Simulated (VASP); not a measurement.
# BAs (rocksalt type) (Fm-3m) in VASP: a series of runs

The runs below take BAs (rocksalt type) through electric field gradients, density of states, with PBE.

All numbers are computed with VASP 6.6.1; they aren't measurements. Logs are shortened: lines on timing, memory, paths and dates and some standing lists are left out, and cuts for length are marked.

### Step 1. The cell of the first run

It takes space group Fm-3m (No. 225, cubic). The conventional cell has a = 4.614 Å, b = 4.614 Å, c = 4.614 Å, α = 90.00°, β = 90.00°, γ = 90.00°. Within 3.0 Å of B (site symmetry m-3m) lie 6 As at 2.31 Å. Within 3.0 Å of As (site symmetry m-3m) lie 6 B at 2.31 Å.

### Step 2. Electric field gradients, PBE

Input file INCAR:

```
ALGO = Normal ; EDIFF = 1E-8
ENCUT = 520 ; GGA = PE
ISIF = 2 ; ISMEAR = -4
LASPH = True ; LCHARG = False
LEFG = True ; LREAL = False
LWAVE = False ; NBANDS = 11
NELM = 60 ; PREC = Accurate
SIGMA = 0.1
```

Input file KPOINTS:

```
k-points
0
Gamma
  14 14 14
```

Input file POSCAR:

```
BAs
1.0
    0.0000000000      2.3068473379      2.3068473379
    2.3068473379      0.0000000000      2.3068473379
    2.3068473379      2.3068473379      0.0000000000
B As
1 1
Direct
    0.0000000000      0.0000000000      0.0000000000
    0.5000000000      0.5000000000      0.5000000000
```

Potentials or basis: VASP PAW PBE potentials, release 64 (B, As).

Run with:

```sh
> cat potpaw_PBE.64/B/POTCAR potpaw_PBE.64/As/POTCAR > POTCAR
> mpirun -np 1 vasp_std > vasp.out
```

OUTCAR:

```text
EDIFF = 1E-8
   ENCUT = 520
   GGA = PE
   ISIF = 2
   ISMEAR = -4
   LASPH = True
   LREAL = False
   NELM = 60
   PREC = Accurate

 ion  position               nearest neighbor table
   1  0.000  0.000  0.000-   2 2.31   2 2.31   2 2.31   2 2.31   2 2.31   2 2.31
   2  0.500  0.500  0.500-   1 2.31   1 2.31   1 2.31   1 2.31   1 2.31   1 2.31

  LATTYP: Found a face centered cubic cell.
 ALAT       =     4.6136946758

  Lattice vectors:

 A1 = (   0.0000000000,   2.3068473379,   2.3068473379)
 A2 = (   2.3068473379,   0.0000000000,   2.3068473379)
 A3 = (   2.3068473379,   2.3068473379,   0.0000000000)

Analysis of symmetry for initial positions (statically):
=====================================================================
 Subroutine PRICEL returns:
 Original cell was already a primitive cell.

 Routine SETGRP: Setting up the symmetry group for a
 face centered cubic supercell.

 Subroutine GETGRP returns: Found 48 space group operations
[... 9 lines left out ...]

 Routine SETGRP: Setting up the symmetry group for a
 face centered cubic supercell.

 Subroutine GETGRP returns: Found 48 space group operations
[... 11 lines left out ...]
                                     Primitive cell

  volume of cell :      24.5520

  direct lattice vectors                    reciprocal lattice vectors
     0.000000000  2.306847338  2.306847338    -0.216746029  0.216746029  0.216746029
     2.306847338  0.000000000  2.306847338     0.216746029 -0.216746029  0.216746029
     2.306847338  2.306847338  0.000000000     0.216746029  0.216746029 -0.216746029

  length of vectors
     3.262374792  3.262374792  3.262374792     0.375415135  0.375415135  0.375415135

  position of ions in fractional coordinates (direct lattice)
     0.000000000  0.000000000  0.000000000
     0.500000000  0.500000000  0.500000000

  ion indices of the primitive-cell ions
   primitive index   ion index
                 1           1
                 2           2

----------------------------------------------------------------------------------------

 KPOINTS: k-points

Automatic generation of k-mesh.
 Grid dimensions read from file:
 generate k-points for:   14   14   14
[... 110 lines left out ...]
  free energy    TOTEN  =        -9.54363777 eV

  energy without entropy =       -9.54363777  energy(sigma->0) =       -9.54363777

 E-fermi :   7.2845     XC(G=0): -11.4204

 val. band max:        7.5909107627   @ k =   0.3571   0.0000   0.0000
 cond. band min:       7.0329364646   @ k =  -0.3571   0.3571   0.0000
 fundamental gap:     -0.5579742981
 Fermi energy:         7.2845498148

 k-point     1 :       0.0000    0.0000    0.0000
  band No.  band energies     occupation
      1      -8.6244      2.00000
      2       7.2570      2.00000
      3       7.2570      2.00000
      4       7.2570      2.00000
      5      10.7254      0.00000
      6      14.9434      0.00000
      7      14.9434      0.00000
      8      14.9434      0.00000
      9      16.1410      0.00000
     10      16.1410      0.00000
     11      16.1410      0.00000
[... 309 lines left out ...]
 k-point    24 :       0.2857    0.1429    0.0000
  band No.  band energies     occupation
      1      -7.2117      2.00000
      2       2.7598      2.00000
      3       5.6782      2.00000
      4       6.9480      1.45128
      5       8.0986      0.08279
      6      13.7829      0.00000
      7      14.1729      0.00000
      8      14.3913      0.00000
      9      15.2578      0.00000
     10      20.2803      0.00000
     11      20.6160      0.00000

 [... further k-points ...]

------------------------ aborting loop because EDIFF is reached ----------------------------------------

  FORCE on cell =-STRESS in cart. coord.  units (eV):
  Direction    XX          YY          ZZ          XY          YZ          ZX
  --------------------------------------------------------------------------------------
  -------------------------------------------------------------------------------------
  Total        0.0615936      0.0615936      0.0615936      0.0000000     -0.0000000     -0.0000000
  in kB        4.0193869      4.0193869      4.0193869      0.0000000     -0.0000000     -0.0000000
  external PRESSURE =       4.0193869 kB  Pullay stress =       0.0000000 kB

 VOLUME and BASIS-vectors are now :
 -----------------------------------------------------------------------------
  energy-cutoff  :      520.00
  volume of cell :       24.55
      direct lattice vectors                 reciprocal lattice vectors
     0.000000000  2.306847338  2.306847338    -0.216746029  0.216746029  0.216746029
     2.306847338  0.000000000  2.306847338     0.216746029 -0.216746029  0.216746029
     2.306847338  2.306847338  0.000000000     0.216746029  0.216746029 -0.216746029

 POSITION                                       TOTAL-FORCE (eV/Angst)
 -----------------------------------------------------------------------------------
      0.00000      0.00000      0.00000         0.000000      0.000000      0.000000
      2.30685      2.30685      2.30685         0.000000      0.000000      0.000000
 -----------------------------------------------------------------------------------
    total drift:                                0.000000     -0.000000     -0.000000

  FREE ENERGIE OF THE ION-ELECTRON SYSTEM (eV)
  ---------------------------------------------------
  free  energy   TOTEN  =        -9.5436377714 eV

  energy  without entropy=       -9.5436377714  energy(sigma->0) =       -9.54363777

 Electric field gradients (V/A^2)
---------------------------------------------------------------------
 ion       V_xx      V_yy      V_zz      V_xy      V_xz      V_yz
---------------------------------------------------------------------
   1       0.000    -0.000    -0.000     0.000     0.000     0.000
   2       0.000    -0.000    -0.000     0.000     0.000     0.000
---------------------------------------------------------------------

 Electric field gradients after diagonalization (V/A^2)
 (convention: |V_zz| > |V_xx| > |V_yy|)
----------------------------------------------------------------------
 ion       V_xx      V_yy      V_zz     asymmetry (V_yy - V_xx)/ V_zz
----------------------------------------------------------------------
   1      -0.000    -0.000     0.000       0.000
   2      -0.000    -0.000     0.000       0.000
----------------------------------------------------------------------

           NMR quadrupolar parameters

 Cq : quadrupolar parameter    Cq=e*Q*V_zz/h
 eta: asymmetry parameters     (V_yy - V_xx)/ V_zz
 Q  : nuclear electric quadrupole moment in mb (millibarn)
----------------------------------------------------------------------
 ion       Cq(MHz)       eta       Q (mb)
----------------------------------------------------------------------
   1       0.000       0.000       1.000
   2       0.000       0.000       1.000
----------------------------------------------------------------------
```

OSZICAR:

```text
N       E                     dE             d eps       ncg     rms          rms(c)
DAV:   1     0.112605539710E+02    0.11261E+02   -0.38737E+03  2288   0.652E+02
DAV:   2    -0.918005792727E+01   -0.20441E+02   -0.19881E+02  3088   0.102E+02
DAV:   3    -0.975947544608E+01   -0.57942E+00   -0.57670E+00  2780   0.152E+01
DAV:   4    -0.976072651108E+01   -0.12511E-02   -0.12509E-02  2522   0.764E-01
DAV:   5    -0.976072742333E+01   -0.91225E-06   -0.91286E-06  2674   0.234E-02    0.373E+00
DAV:   6    -0.954491880299E+01    0.21581E+00   -0.82650E-01  2362   0.329E+00    0.183E+00
DAV:   7    -0.954288785616E+01    0.20309E-02   -0.62570E-02  2684   0.131E+00    0.872E-01
DAV:   8    -0.954364062300E+01   -0.75277E-03   -0.33514E-03  2405   0.378E-01    0.562E-02
DAV:   9    -0.954362793278E+01    0.12690E-04   -0.43381E-04  2556   0.873E-02    0.397E-02
DAV:  10    -0.954363844988E+01   -0.10517E-04   -0.26413E-05  2559   0.354E-02    0.560E-03
DAV:  11    -0.954363773150E+01    0.71839E-06   -0.49559E-06  2592   0.876E-03    0.903E-04
DAV:  12    -0.954363773308E+01   -0.15868E-08   -0.24445E-07  2570   0.317E-03    0.326E-04
DAV:  13    -0.954363775026E+01   -0.17176E-07   -0.13880E-09  1483   0.251E-04    0.237E-04
DAV:  14    -0.954363776805E+01   -0.17796E-07   -0.16275E-09  1267   0.173E-04    0.405E-05
DAV:  15    -0.954363777141E+01   -0.33545E-08   -0.12506E-10  1231   0.666E-05
   1 F= -.95436378E+01 E0= -.95436378E+01  d E =0.000000E+00
```

Wall time 20 s (1 thread of Intel Xeon Platinum 8259CL at 2.50GHz (Skylake/Cascade Lake), shared host); peak memory 0.16 GiB.

Results:

* Free energy: -9.5436 eV
* Pressure: 0.4 GPa
* Band gap on the k mesh: zero (band 4 reaches 8.85 eV, above the bottom of band 5 at 3.88 eV)

Caveat: without QUAD_EFG the Cq values of the log hold for a quadrupole moment of 1 mb, not for the nuclei.

(Part 1 of 3 ends here.)
